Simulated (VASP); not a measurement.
# PbO (P4/nmm) in VASP: single point with r2SCAN

Aim: the single point of PbO with r2SCAN.

Program: VASP 6.6.1. These are calculated values, not measurements. Logs are shortened: lines on timing, memory, paths and dates and some standing lists are left out, and cuts for length are marked.

## (1) The cell of the first run

Symmetry: P4/nmm, No. 129, tetragonal system. Conventional cell: a = 3.974 Å, b = 3.974 Å, c = 5.022 Å, α = 90.00°, β = 90.00°, γ = 90.00°. Within 3.1 Å of Pb (site symmetry 4mm) lie 4 O at 2.31 Å. O (site symmetry -4m2) has 4 Pb at 2.31 Å and 4 O at 2.81 Å within 3.1 Å.

## (2) Single point, r2SCAN

POSCAR

```
PbO
1.0
   -3.9744000000      0.0000000000      0.0000000000
    0.0000000000     -3.9744000000      0.0000000000
    0.0000000000      0.0000000000      5.0220000000
Pb O
2 2
Direct
    0.0000000000      0.5000000000      0.2385000000
    0.5000000000      0.0000000000      0.7683000000
    0.0000000000      0.0000000000      0.0034000000
    0.5000000000      0.5000000000      0.0034000000
```

INCAR.step1

```
SYSTEM = PbO
PREC = Accurate ; ENCUT = 660
ISMEAR = 0 ; SIGMA = 0.1
LREAL = .FALSE. ; LASPH = .TRUE.
NELM = 120 ; NBANDS = 28
GGA = PE ; ALGO = Normal
EDIFF = 1E-5 ; LWAVE = .TRUE.
LCHARG = .FALSE. ; GGA_COMPAT = .FALSE.
```

INCAR.step2

```
SYSTEM = PbO
PREC = Accurate ; ENCUT = 660
EDIFF = 1E-6 ; ISMEAR = 0
SIGMA = 0.1 ; LREAL = .FALSE.
LASPH = .TRUE. ; NELM = 120
ALGO = Normal ; ISIF = 2
LWAVE = .FALSE. ; LCHARG = .FALSE.
METAGGA = R2SCAN ; LMIXTAU = .TRUE.
NBANDS = 28 ; ISTART = 1
GGA_COMPAT = .FALSE.
```

KPOINTS

```
Automatic mesh
0
G
  4 4 4
  0 0 0
```

Potentials or basis: VASP PAW PBE potentials, release 64 (Pb_d, O).

Started as:

```bash
cat potpaw_PBE.64/Pb_d/POTCAR potpaw_PBE.64/O/POTCAR > POTCAR
cp INCAR.step1 INCAR
mpirun -np 1 vasp_std > vasp.out
cp INCAR.step2 INCAR
mpirun -np 1 vasp_std > vasp.out
```

OUTCAR:

```text
SYSTEM = PbO
   PREC = Accurate
   ENCUT = 660
   EDIFF = 1E-6
   ISMEAR = 0
   LREAL = .FALSE.
   LASPH = .TRUE.
   NELM = 120
   ISIF = 2
   METAGGA = R2SCAN
   ISTART = 1

 ion  position               nearest neighbor table
   1  0.000  0.500  0.239-   3 2.31   4 2.31   3 2.31   4 2.31   2 3.67   2 3.67   2 3.67   2 3.67
                             2 3.87   2 3.87   2 3.87   2 3.87
   2  0.500  0.000  0.768-   3 2.31   4 2.31   4 2.31   3 2.31   1 3.67   1 3.67   1 3.67   1 3.67
                             1 3.87   1 3.87   1 3.87   1 3.87
   3  0.000  0.000  0.003-   1 2.31   2 2.31   1 2.31   2 2.31
   4  0.500  0.500  0.003-   1 2.31   2 2.31   2 2.31   1 2.31

  LATTYP: Found a simple tetragonal cell.
 ALAT       =     3.9744000000
 C/A-ratio  =     1.2635869565

  Lattice vectors:

 A1 = (  -3.9744000000,   0.0000000000,   0.0000000000)
 A2 = (   0.0000000000,  -3.9744000000,   0.0000000000)
 A3 = (   0.0000000000,   0.0000000000,   5.0220000000)

Analysis of symmetry for initial positions (statically):
=====================================================================
 Subroutine PRICEL returns:
 Original cell was already a primitive cell.

 Routine SETGRP: Setting up the symmetry group for a
 simple tetragonal supercell.

 Subroutine GETGRP returns: Found 16 space group operations
 (whereof  4 operations were pure point group operations)
 out of a pool of 16 trial point group operations.

The static configuration has the point symmetry C_2v.
 The point group associated with its full space group is D_4h.

Analysis of symmetry for dynamics (positions and initial velocities):
=====================================================================
 Subroutine PRICEL returns:
 Original cell was already a primitive cell.

 Routine SETGRP: Setting up the symmetry group for a
 simple tetragonal supercell.

 Subroutine GETGRP returns: Found 16 space group operations
 (whereof  4 operations were pure point group operations)
 out of a pool of 16 trial point group operations.

The dynamic configuration has the point symmetry C_2v.
 The point group associated with its full space group is D_4h.

 Subroutine INISYM returns: Found 16 space group operations
 (whereof  4 operations are pure point group operations),
 and found     1 'primitive' translations

----------------------------------------------------------------------------------------

                                     Primitive cell

  volume of cell :      79.3268

  direct lattice vectors                    reciprocal lattice vectors
[... 87 lines left out ...]
   NSW    =      0    number of steps for IOM
   IBRION =     -1    ionic relax: 0-MD 1-quasi-New 2-CG
   NFREE  =      0    steps in history (QN), initial steepest desc. (CG)
   ISIF   =      2    stress and relaxation
   ISYM   =      2    0-nonsym 1-usesym 2-fastsym
   POTIM  = 0.5000    time-step for ionic-motion
   TEBEG  =    0.0;   TEEND  =   0.0 temperature during run
   PSTRESS=    0.0 pullay stress
   NELECT =      40.0000    total number of electrons
   NUPDOWN=      -1.0000    fix difference up-down
   EMIN   =  10.00;   EMAX   =-10.00  energy-range for DOS
   EFERMI =   0.00;   METHOD = LEGACY
   ISMEAR =     0;   SIGMA  =   0.10  broadening in eV -4-tet -1-fermi 0-gaus
   EFERMI_NEDOS =   21; number of points for ismear=-14 and -15
   IALGO  =     38    algorithm
   IMIX   =      4    mixing-type and parameters
     AMIX     =   0.40;   BMIX     =  1.00
     AMIX_MAG =   1.60;   BMIX_MAG =  1.00
  volume/ion in A,a.u.               =      19.83       133.83
  Fermi-wavevector in a.u.,A,eV,Ry     =   1.303031  2.462372 23.101207  1.697891
  Thomas-Fermi vector in A             =   2.434060
   LORBIT       =      0    0 simple, 1 ext, 2 COOP (PROOUT), +10 PAW based schemes
   METAGGA = R2SCAN    functional components
   LHFCALC =     F    Hartree Fock is set to
   AEXX    =    0.0000 exact exchange contribution
   IVDW    =     0    specifies the selected vdW correction
   LEPSILON=     F    determine dielectric tensor
   LRPA    =     F    only Hartree local field effects (RPA)
 non-spin polarized calculation
 Gauss-broadening in eV      SIGMA  =   0.10
  energy-cutoff  :      660.00
  volume of cell :       79.33
 maximum number of plane-waves:      3089
 NGX is ok and might be reduce to    36
   NGX = 17   NGY = 17   NGZ = 21

 number of electron      40.0000000 magnetization

 Free energy of the ion-electron system (eV)
  ---------------------------------------------------
  ext. energy  EPLUGINS =         0.00000000
  ---------------------------------------------------
  free energy    TOTEN  =      -129.50513769 eV

  energy without entropy =     -129.50513769  energy(sigma->0) =     -129.50513769

 E-fermi :   5.4343     XC(G=0): -10.4583

 val. band max:        4.9455465224   @ k =   0.0000   0.0000   0.0000
 cond. band min:       6.5046575178   @ k =   0.5000   0.5000   0.0000
 fundamental gap:      1.5591109954
 Fermi energy:         5.4343080671

 k-point     1 :       0.0000    0.0000    0.0000
  band No.  band energies     occupation
      1     -14.5766      2.00000
      2     -13.9383      2.00000
      3     -11.6166      2.00000
      4     -11.6166      2.00000
      5     -11.5443      2.00000
      6     -11.5411      2.00000
[... 547 lines left out ...]
     27      16.5378      0.00000
     28      16.5379      0.00000

------------------------ aborting loop because EDIFF is reached ----------------------------------------

  FORCE on cell =-STRESS in cart. coord.  units (eV):
  Direction    XX          YY          ZZ          XY          YZ          ZX
  --------------------------------------------------------------------------------------
  -------------------------------------------------------------------------------------
  Total        1.0442124      1.0442124      0.9568083      0.0000000      0.0000000      0.0000000
  in kB       21.0901446     21.0901446     19.3248291      0.0000000      0.0000000      0.0000000
  external PRESSURE =      20.5017061 kB  Pullay stress =       0.0000000 kB

 VOLUME and BASIS-vectors are now :
 -----------------------------------------------------------------------------
  energy-cutoff  :      660.00
  volume of cell :       79.33
      direct lattice vectors                 reciprocal lattice vectors
    -3.974400000  0.000000000  0.000000000    -0.251610306  0.000000000  0.000000000
     0.000000000 -3.974400000  0.000000000     0.000000000 -0.251610306  0.000000000
     0.000000000  0.000000000  5.022000000     0.000000000  0.000000000  0.199123855

 POSITION                                       TOTAL-FORCE (eV/Angst)
 -----------------------------------------------------------------------------------
      0.00000     -1.98720      1.19775         0.000000      0.000000      0.183174
     -1.98720      0.00000      3.85840        -0.000000      0.000000     -0.183174
      0.00000      0.00000      0.01707         0.000000     -0.000000      0.000000
     -1.98720     -1.98720      0.01707        -0.000000      0.000000     -0.000000
 -----------------------------------------------------------------------------------
    total drift:                               -0.000000     -0.000000      0.000088

  FREE ENERGIE OF THE ION-ELECTRON SYSTEM (eV)
  ---------------------------------------------------
  free  energy   TOTEN  =      -129.5051376919 eV

  energy  without entropy=     -129.5051376919  energy(sigma->0) =     -129.50513769
```

OSZICAR.step1:

```text
N       E                     dE             d eps       ncg     rms          rms(c)
DAV:   1     0.505453888773E+03    0.50545E+03   -0.22588E+04  1008   0.200E+03
DAV:   2     0.466675243313E+02   -0.45879E+03   -0.43959E+03  1024   0.503E+02
DAV:   3    -0.224950265008E+02   -0.69163E+02   -0.67348E+02  1280   0.197E+02
DAV:   4    -0.259472609717E+02   -0.34522E+01   -0.34398E+01  1196   0.443E+01
DAV:   5    -0.260391495956E+02   -0.91889E-01   -0.91882E-01  1132   0.819E+00    0.123E+01
DAV:   6    -0.215789545514E+02    0.44602E+01   -0.23306E+01  1472   0.397E+01    0.525E+00
DAV:   7    -0.214437025615E+02    0.13525E+00   -0.27516E+00  1228   0.120E+01    0.248E+00
DAV:   8    -0.214239511918E+02    0.19751E-01   -0.48747E-01  1088   0.471E+00    0.812E-01
DAV:   9    -0.214134017193E+02    0.10549E-01   -0.56495E-02  1596   0.201E+00    0.257E-01
DAV:  10    -0.214148356211E+02   -0.14339E-02   -0.11546E-02  1164   0.732E-01    0.937E-02
DAV:  11    -0.214146296776E+02    0.20594E-03   -0.20777E-03  1616   0.373E-01    0.626E-02
DAV:  12    -0.214145942765E+02    0.35401E-04   -0.24717E-04  1384   0.152E-01    0.278E-02
DAV:  13    -0.214145886731E+02    0.56034E-05   -0.58219E-05  1008   0.523E-02
   1 F= -.21414589E+02 E0= -.21414589E+02  d E =-.208665E-13
```

Run time: 7.2 min. Hardware: 1 thread of Intel Xeon 8259CL, shared host; peak memory 0.26 GiB.

Results:

```yaml
Free_energy: -129.5051 eV
Pressure: 2.1 GPa
Largest_force: 0.183 eV/Å
Band_gap_on_the_k_mesh: 1.56 eV (least direct gap 2.74 eV)
```

Forces in eV/Å, atoms in the order of the input:
```
Pb   0.000  0.000  0.183
Pb   0.000  0.000 -0.183
O    0.000  0.000  0.000
O    0.000  0.000  0.000
```

Caveat: the PAW data sets were made with another functional, which shifts forces and pressure a little; spin-orbit coupling is left out, which moves the levels of the heavy elements. A k mesh can miss the band edges.
